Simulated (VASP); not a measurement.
A run of VASP 6.6.1:

The input POSCAR:

```
MgO
1.0
    0.0000000000      2.1085000000      2.1085000000
    2.1085000000      0.0000000000      2.1085000000
    2.1085000000      2.1085000000      0.0000000000
Mg O
1 1
Direct
    0.0000000000      0.0000000000      0.0000000000
    0.5000000000      0.5000000000      0.5000000000
```

File INCAR.step1:

```
SYSTEM = MgO
PREC = Accurate
ENCUT = 660
ISMEAR = 0
SIGMA = 0.01
LREAL = .FALSE.
LASPH = .TRUE.
NELM = 120
NBANDS = 11
GGA = PE
ALGO = Normal
EDIFF = 1E-5
LWAVE = .TRUE.
LCHARG = .FALSE.
GGA_COMPAT = .FALSE.
```

Contents of INCAR.step2:

```
SYSTEM = MgO
PREC = Accurate
ENCUT = 660
EDIFF = 1E-6
ISMEAR = 0
SIGMA = 0.01
LREAL = .FALSE.
LASPH = .TRUE.
NELM = 120
ALGO = Normal
ISIF = 2
LWAVE = .FALSE.
LCHARG = .FALSE.
METAGGA = R2SCAN
LMIXTAU = .TRUE.
IVDW = 12
VDW_S6 = 1.0
VDW_S8 = 0.78981345
VDW_A1 = 0.49484001
VDW_A2 = 5.73083694
NBANDS = 11
ISTART = 1
GGA_COMPAT = .FALSE.
```

The input KPOINTS:

```
Automatic mesh
0
G
  8 8 8
  0 0 0
```

Potentials or basis: VASP PAW PBE potentials, release 64 (Mg, O).

Command:

```sh
$ cat potpaw_PBE.64/Mg/POTCAR potpaw_PBE.64/O/POTCAR > POTCAR
$ cp INCAR.step1 INCAR
$ mpirun -np 1 vasp_std > vasp.out
$ cp INCAR.step2 INCAR
$ mpirun -np 1 vasp_std > vasp.out
```

Hardware: 1 thread of AMD EPYC 9R14 (Zen 4), on a shared host.

**Question.** Estimate the wall time of this run.

**Answer.** It took 36 s on 1 thread of AMD EPYC 9R14 (Zen 4), with other jobs on the host, peak memory 0.14 GiB. Counts: k points 29.
